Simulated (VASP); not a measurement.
# CsPbCl3 (Pm-3m) in VASP: relaxation of cell and atoms with r2SCAN

Aim: the relaxation of cell and atoms of CsPbCl3 with r2SCAN.

Program: VASP 6.6.1. These are calculated values, not measurements. Logs are shortened: lines on timing, memory, paths and dates and some standing lists are left out, and cuts for length are marked.

## (1) The cell of the first run

Symmetry: Pm-3m, No. 221, cubic system. Conventional cell: a = 5.740 Å, b = 5.740 Å, c = 5.740 Å, α = 90.00°, β = 90.00°, γ = 90.00°. Within 5.3 Å of Cs (site symmetry m-3m) lie 12 Cl at 4.06 Å and 8 Pb at 4.97 Å. Within 3.8 Å of Pb (site symmetry m-3m) lie 6 Cl at 2.87 Å. Cl (site symmetry 4/mmm) has 2 Pb at 2.87 Å within 3.8 Å.

## (2) Relaxation of cell and atoms, r2SCAN

Input file POSCAR:

```
CsPbCl3
1.0
    5.7402637503      0.0000000000      0.0000000000
    0.0000000000      5.7402637503      0.0000000000
    0.0000000000      0.0000000000      5.7402637503
Cs Pb Cl
1 1 3
Direct
    0.0000000000      0.0000000000      0.0000000000
    0.5000000000      0.5000000000      0.5000000000
    0.5000000000      0.5000000000      0.0000000000
    0.0000000000      0.5000000000      0.5000000000
    0.5000000000      0.0000000000      0.5000000000
```

Input file INCAR.step1:

```
ALGO     = Normal         # electronic algorithm
EDIFF    = 1E-4           # SCF threshold, eV
ENCUT    = 600            # plane-wave cutoff, eV
GGA      = PE             # functional
ISMEAR   = -1             # smearing method
LASPH    = True           # aspherical terms in the spheres
LCHARG   = False          # write CHGCAR
LREAL    = False          # projectors in reciprocal space
LWAVE    = True           # write WAVECAR
NELM     = 80             # most SCF steps
PREC     = Accurate       # precision mode
SIGMA    = 0.02           # smearing width, eV
```

Input file INCAR.step2:

```
ALGO     = Normal         # electronic algorithm
EDIFF    = 1E-6           # SCF threshold, eV
EDIFFG   = -0.005         # ionic threshold
ENCUT    = 600            # plane-wave cutoff, eV
IBRION   = 2              # ionic algorithm
ISIF     = 3              # what is computed and relaxed
ISMEAR   = -1             # smearing method
ISTART   = 1            
LASPH    = True           # aspherical terms in the spheres
LCHARG   = False          # write CHGCAR
LMIXTAU  = True         
LREAL    = False          # projectors in reciprocal space
LWAVE    = False          # write WAVECAR
METAGGA  = R2SCAN         # meta-GGA
NELM     = 80             # most SCF steps
NSW      = 80             # ionic steps
PREC     = Accurate       # precision mode
SIGMA    = 0.02           # smearing width, eV
```

Input file KPOINTS:

```
k-points
0
Gamma
  4 4 4
```

Potentials or basis: VASP PAW PBE potentials, release 64 (Cs_sv, Pb_d, Cl).

Started as:

```console
cat potpaw_PBE.64/Cs_sv/POTCAR potpaw_PBE.64/Pb_d/POTCAR potpaw_PBE.64/Cl/POTCAR > POTCAR
cp INCAR.step1 INCAR
mpirun -np 1 vasp_std > vasp.out
cp INCAR.step2 INCAR
mpirun -np 1 vasp_std > vasp.out
```

OUTCAR:

```text
EDIFF = 1E-6
   EDIFFG = -0.005
   ENCUT = 600
   IBRION = 2
   ISIF = 3
   ISMEAR = -1
   ISTART = 1
   LASPH = True
   LREAL = False
   METAGGA = R2SCAN
   NELM = 80
   NSW = 80
   PREC = Accurate

 ion  position               nearest neighbor table
   1  0.000  0.000  0.000-
   2  0.500  0.500  0.500-   3 2.87   4 2.87   5 2.87   3 2.87   5 2.87   4 2.87
   3  0.500  0.500  0.000-   2 2.87   2 2.87
   4  0.000  0.500  0.500-   2 2.87   2 2.87
   5  0.500  0.000  0.500-   2 2.87   2 2.87

  LATTYP: Found a simple cubic cell.
 ALAT       =     5.7402637503

  Lattice vectors:

 A1 = (   5.7402637503,   0.0000000000,   0.0000000000)
 A2 = (   0.0000000000,   5.7402637503,   0.0000000000)
 A3 = (   0.0000000000,   0.0000000000,   5.7402637503)

Analysis of symmetry for initial positions (statically):
=====================================================================
 Subroutine PRICEL returns:
 Original cell was already a primitive cell.

 Routine SETGRP: Setting up the symmetry group for a
 simple cubic supercell.

 Subroutine GETGRP returns: Found 48 space group operations
 (whereof 48 operations were pure point group operations)
 out of a pool of 48 trial point group operations.

The static configuration has the point symmetry O_h .

Analysis of symmetry for dynamics (positions and initial velocities):
=====================================================================
 Subroutine PRICEL returns:
 Original cell was already a primitive cell.

 Routine SETGRP: Setting up the symmetry group for a
 simple cubic supercell.

 Subroutine GETGRP returns: Found 48 space group operations
 (whereof 48 operations were pure point group operations)
 out of a pool of 48 trial point group operations.

The dynamic configuration has the point symmetry O_h .

 Subroutine INISYM returns: Found 48 space group operations
 (whereof 48 operations are pure point group operations),
 and found     1 'primitive' translations

----------------------------------------------------------------------------------------

                                     Primitive cell

  volume of cell :     189.1453

  direct lattice vectors                    reciprocal lattice vectors
     5.740263750  0.000000000  0.000000000     0.174208023  0.000000000  0.000000000
     0.000000000  5.740263750  0.000000000     0.000000000  0.174208023  0.000000000
     0.000000000  0.000000000  5.740263750     0.000000000  0.000000000  0.174208023

  length of vectors
     5.740263750  5.740263750  5.740263750     0.174208023  0.174208023  0.174208023

  position of ions in fractional coordinates (direct lattice)
     0.000000000  0.000000000  0.000000000
     0.500000000  0.500000000  0.500000000
     0.500000000  0.500000000  0.000000000
     0.000000000  0.500000000  0.500000000
     0.500000000  0.000000000  0.500000000

  ion indices of the primitive-cell ions
   primitive index   ion index
                 1           1
                 2           2
                 3           3
                 4           4
                 5           5

----------------------------------------------------------------------------------------

 KPOINTS: k-points

Automatic generation of k-mesh.
 Grid dimensions read from file:
 generate k-points for:    4    4    4

 Generating k-lattice:

  Cartesian coordinates                     Fractional coordinates (reciprocal lattice)
     0.043552006  0.000000000  0.000000000     0.250000000  0.000000000  0.000000000
     0.000000000  0.043552006  0.000000000     0.000000000  0.250000000  0.000000000
     0.000000000  0.000000000  0.043552006     0.000000000  0.000000000  0.250000000

  Length of vectors
     0.043552006  0.043552006  0.043552006

  Shift w.r.t. Gamma in fractional coordinates (k-lattice)
     0.000000000  0.000000000  0.000000000

 Subroutine IBZKPT returns following result:
 ===========================================

 Found     10 irreducible k-points:

 Following reciprocal coordinates:
            Coordinates               Weight
  0.000000  0.000000  0.000000      1.000000
  0.250000  0.000000  0.000000      6.000000
  0.500000  0.000000  0.000000      3.000000
  0.250000  0.250000  0.000000     12.000000
  0.500000  0.250000  0.000000     12.000000
  0.500000  0.500000  0.000000      3.000000
  0.250000  0.250000  0.250000      8.000000
  0.500000  0.250000  0.250000     12.000000
  0.500000  0.500000  0.250000      6.000000
  0.500000  0.500000  0.500000      1.000000
   k-points           NKPTS =     10   k-points in BZ     NKDIM =     10   number of bands    NBANDS=     26
   number of dos      NEDOS =    301   number of ions     NIONS =      5
   total plane-waves  NPLWV = 110592
   dimension x,y,z NGX =    48 NGY =   48 NGZ =   48
   dimension x,y,z NGXF=    96 NGYF=   96 NGZF=   96
   ions per type =               1   1   3
   NGX,Y,Z   is equivalent  to a cutoff of  13.90, 13.90, 13.90 a.u.
   NGXF,Y,Z  is equivalent  to a cutoff of  27.80, 27.80, 27.80 a.u.
 SYSTEM =  unknown system
   PREC   = accura    normal or accurate (medium, high low for compatibility)
   ISTART =      1    job   : 0-new  1-cont  2-samecut
   ICHARG =      0    charge: 1-file 2-atom 10-const
   ISPIN  =      1    spin polarized calculation?
   LNONCOLLINEAR =      F non collinear calculations
   LSORBIT =      F    spin-orbit coupling
   LASPH  =      T    aspherical Exc in radial PAW
   ENCUT  =  600.0 eV  44.10 Ry    6.64 a.u.  11.46 11.46 11.46*2*pi/ulx,y,z
   NELM   =     80;   NELMIN=  2; NELMDL=  0     # of ELM steps
   EDIFF  = 0.1E-05   stopping-criterion for ELM
   LREAL  =      F    real-space projection
   EDIFFG = -.5E-02   stopping-criterion for IOM
   NSW    =     80    number of steps for IOM
   IBRION =      2    ionic relax: 0-MD 1-quasi-New 2-CG
   NFREE  =      1    steps in history (QN), initial steepest desc. (CG)
   ISIF   =      3    stress and relaxation
   ISYM   =      2    0-nonsym 1-usesym 2-fastsym
   POTIM  = 0.5000    time-step for ionic-motion
   TEBEG  =    0.0;   TEEND  =   0.0 temperature during run
   PSTRESS=    0.0 pullay stress
   NELECT =      44.0000    total number of electrons
   NUPDOWN=      -1.0000    fix difference up-down
   EMIN   =  10.00;   EMAX   =-10.00  energy-range for DOS
   EFERMI =   0.00;   METHOD = LEGACY
   ISMEAR =    -1;   SIGMA  =   0.02  broadening in eV -4-tet -1-fermi 0-gaus
   EFERMI_NEDOS =   21; number of points for ismear=-14 and -15
   IALGO  =     38    algorithm
   IMIX   =      4    mixing-type and parameters
     AMIX     =   0.40;   BMIX     =  1.00
     AMIX_MAG =   1.60;   BMIX_MAG =  1.00
  volume/ion in A,a.u.               =      37.83       255.28
  Fermi-wavevector in a.u.,A,eV,Ry     =   1.006840  1.902652 13.792595  1.013727
  Thomas-Fermi vector in A             =   2.139608
   LORBIT       =      0    0 simple, 1 ext, 2 COOP (PROOUT), +10 PAW based schemes
   METAGGA = R2SCAN    functional components
   LHFCALC =     F    Hartree Fock is set to
   AEXX    =    0.0000 exact exchange contribution
   IVDW    =     0    specifies the selected vdW correction
   LEPSILON=     F    determine dielectric tensor
   LRPA    =     F    only Hartree local field effects (RPA)
 conjugate gradient relaxation of ions
 non-spin polarized calculation
  energy-cutoff  :      600.00
  volume of cell :      189.15
 maximum number of plane-waves:      6382
 NGX is ok and might be reduce to    48
   NGX = 23   NGY = 23   NGZ = 23

--------------------------------------- Ionic step        1  -------------------------------------------

 number of electron      44.0000012 magnetization

 Free energy of the ion-electron system (eV)
  ---------------------------------------------------
  ext. energy  EPLUGINS =         0.00000000
  ---------------------------------------------------
  free energy    TOTEN  =      -108.16126829 eV

  energy without entropy =     -108.16126829  energy(sigma->0) =     -108.16126829

------------------------ aborting loop because EDIFF is reached ----------------------------------------

  FORCE on cell =-STRESS in cart. coord.  units (eV):
  Direction    XX          YY          ZZ          XY          YZ          ZX
  --------------------------------------------------------------------------------------
  -------------------------------------------------------------------------------------
  Total       -0.8854220     -0.8854220     -0.8854220      0.0000000      0.0000000      0.0000000
  in kB       -7.5000709     -7.5000709     -7.5000709      0.0000000      0.0000000      0.0000000
  external PRESSURE =      -7.5000709 kB  Pullay stress =       0.0000000 kB

 VOLUME and BASIS-vectors are now :
 -----------------------------------------------------------------------------
  energy-cutoff  :      600.00
  volume of cell :      189.15
      direct lattice vectors                 reciprocal lattice vectors
     5.740263750  0.000000000  0.000000000     0.174208023  0.000000000  0.000000000
     0.000000000  5.740263750  0.000000000     0.000000000  0.174208023  0.000000000
     0.000000000  0.000000000  5.740263750     0.000000000  0.000000000  0.174208023
[... 40 lines left out ...]
 POSITION                                       TOTAL-FORCE (eV/Angst)
 -----------------------------------------------------------------------------------
      0.00000      0.00000      0.00000         0.000000     -0.000000      0.000000
      2.84561      2.84561      2.84561        -0.000000      0.000000      0.000000
      2.84561      2.84561     -0.00000         0.000000     -0.000000      0.000000
      0.00000      2.84561      2.84561         0.000000     -0.000000      0.000000
      2.84561      0.00000      2.84561         0.000000     -0.000000      0.000000
 -----------------------------------------------------------------------------------
    total drift:                                0.000000     -0.000000     -0.000000

  FREE ENERGIE OF THE ION-ELECTRON SYSTEM (eV)
  ---------------------------------------------------
  free  energy   TOTEN  =      -108.1751386622 eV

  energy  without entropy=     -108.1751386622  energy(sigma->0) =     -108.17513866

--------------------------------------- Ionic step        3  -------------------------------------------

 number of electron      44.0000001 magnetization

 Free energy of the ion-electron system (eV)
  ---------------------------------------------------
  ext. energy  EPLUGINS =         0.00000000
  ---------------------------------------------------
  free energy    TOTEN  =      -108.17574263 eV

  energy without entropy =     -108.17574263  energy(sigma->0) =     -108.17574263

 E-fermi :   1.5093     XC(G=0):  -8.0714

 val. band max:        1.0807776374   @ k =   0.5000   0.5000   0.5000
 cond. band min:       3.5647345937   @ k =   0.5000   0.5000   0.5000
 fundamental gap:      2.4839569563
 Fermi energy:         1.5092966332

 k-point     1 :       0.0000    0.0000    0.0000
  band No.  band energies     occupation
      1     -20.7204      2.00000
      2     -16.1467      2.00000
      3     -16.1467      2.00000
      4     -15.9265      2.00000
      5     -15.9265      2.00000
      6     -15.9265      2.00000
[... 18 lines left out ...]
     25       6.0012      0.00000
     26       6.9842      0.00000
[... 281 lines left out ...]
 POSITION                                       TOTAL-FORCE (eV/Angst)
 -----------------------------------------------------------------------------------
      0.00000      0.00000      0.00000         0.000000     -0.000000      0.000000
      2.83961      2.83961      2.83961        -0.000000      0.000000      0.000000
      2.83961      2.83961     -0.00000         0.000000     -0.000000      0.000000
      0.00000      2.83961      2.83961         0.000000     -0.000000      0.000000
      2.83961      0.00000      2.83961         0.000000     -0.000000      0.000000
 -----------------------------------------------------------------------------------
    total drift:                                0.000000     -0.000000     -0.000000

  FREE ENERGIE OF THE ION-ELECTRON SYSTEM (eV)
  ---------------------------------------------------
  free  energy   TOTEN  =      -108.1757426264 eV

  energy  without entropy=     -108.1757426264  energy(sigma->0) =     -108.17574263

 reached required accuracy - stopping structural energy minimisation
```

Run time: 6 min. Hardware: 1 thread of Intel Xeon Platinum 8488C (Sapphire Rapids), shared host; peak memory 0.4 GiB.

What came out:

- Free energy: -108.1757 eV
- Relaxed volume: 36.64 Å³/atom
- Relaxed cell: a = 5.679 Å, b = 5.679 Å, c = 5.679 Å, α = 90.00°, β = 90.00°, γ = 90.00°
- Space group after relaxing (to 0.1 Å): Pm-3m (No. 221)
- Energy gained by relaxing: 2.9 meV/atom
- Ionic steps: 3
- Pressure after relaxing: 0.0 GPa
- Band gap on the k mesh: 2.48 eV

Step by step:
```csv
step,energy change (eV),largest force (eV/Å),pressure (GPa),volume (Å³)
1,0.0000,0.0000,-0.75,189.15
2,-0.0139,0.0000,-0.16,184.34
3,-0.0145,0.0000,-0.01,183.18
```

Final structure:
```
CELL_PARAMETERS angstrom
5.67923 0.00000 0.00000
0.00000 5.67923 0.00000
0.00000 0.00000 5.67923
ATOMIC_POSITIONS crystal
Cs 0.00000 0.00000 0.00000
Pb 0.50000 0.50000 0.50000
Cl 0.50000 0.50000 0.00000
Cl 0.00000 0.50000 0.50000
Cl 0.50000 0.00000 0.50000
```

Levels at points of the mesh, in eV from the valence-band top:
| k point | band 18 | band 19 | band 20 | band 21 | band 22 | band 23 | band 24 | band 25 | band 26 |
| --- | --- | --- | --- | --- | --- | --- | --- | --- | --- |
| (0.00, 0.00, 0.00) | -2.52 | -2.52 | -2.42 | -2.42 | -2.42 | 4.01 | 4.92 | 4.92 | 5.90 |
| (0.50, 0.00, 0.00) | -2.61 | -2.61 | -2.52 | -2.52 | -1.63 | 3.51 | 5.33 | 5.82 | 5.82 |
| (0.50, 0.50, 0.00) | -2.69 | -2.69 | -2.67 | -2.12 | -0.79 | 3.03 | 3.03 | 5.41 | 6.08 |
| (0.50, 0.50, 0.50) | -2.66 | -2.11 | -2.11 | -2.11 | 0.00 | 2.48 | 2.48 | 2.48 | 5.89 |

Caveat: the PAW data sets were made with another functional, which shifts forces and pressure a little; spin-orbit coupling is left out, which moves the levels of the heavy elements. r2SCAN opens gaps a little over a GGA but as a rule still falls short of measured ones.
